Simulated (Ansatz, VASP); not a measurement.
Au: VASP beside Ansatz

File INCAR:

```
SYSTEM = Au
PREC = Accurate ; ENCUT = 520
EDIFF = 1E-6 ; ISMEAR = 0
SIGMA = 0.1 ; LREAL = .FALSE.
LASPH = .TRUE. ; NELM = 100
ALGO = Normal ; ISIF = 2
LWAVE = .FALSE. ; LCHARG = .FALSE.
GGA = PE ; NBANDS = 12
```

The input KPOINTS:

```
regular mesh
0
G
  18 18 18
  0 0 0
```

Contents of POSCAR:

```
Au
1.0
    0.0000000000      2.0995413564      2.0995413564
    2.0995413564      0.0000000000      2.0995413564
    2.0995413564      2.0995413564      0.0000000000
Au
1
Direct
    0.0000000000      0.0000000000      0.0000000000
```

Input for Ansatz:

```yaml
crystal:
  lattice:
    - [0.0, 2.0995413564, 2.0995413564]
    - [2.0995413564, 0.0, 2.0995413564]
    - [2.0995413564, 2.0995413564, 0.0]
  atoms:
    - { symbol: Au, position: [0.0, 0.0, 0.0] }
basis:
  ecutwfc: 420
kpoints:
  mp_grid: { grid: [18, 18, 18] }
hamiltonian:
  xc: pbe
scf:
  occupations: { method: gaussian, width: 0.1 }
output:
  forces: true
  stress: true
  eigenvalues: true
```

Alike in both runs: task single point; functional PBE; k mesh 18 × 18 × 18; occupations gaussian, width 0.1 eV; no spin polarisation.

|  | VASP | Ansatz |
| --- | --- | --- |
| version | VASP 6.6.1 | Ansatz 0.2.0 |
| potentials or method | VASP PAW PBE potentials, release 64 (Au), cutoff 520 eV | scalar-relativistic, plane waves, PAW |
| valence electrons in the cell | 11 | 19 |

|  | VASP | Ansatz | Ansatz less VASP |
| --- | --- | --- | --- |
| gap on the k mesh at the Fermi level (eV) | none | none | - |
| pressure (GPa) | -4.0 | -3.8 | +0.21 |

A gap of «none» marks a metal or a gap that the smearing closes. VASP's potentials hold 11 valence electrons a cell and Ansatz's 19, so a difference there can come from the potentials and not from the codes.

Spin-orbit coupling is off throughout.
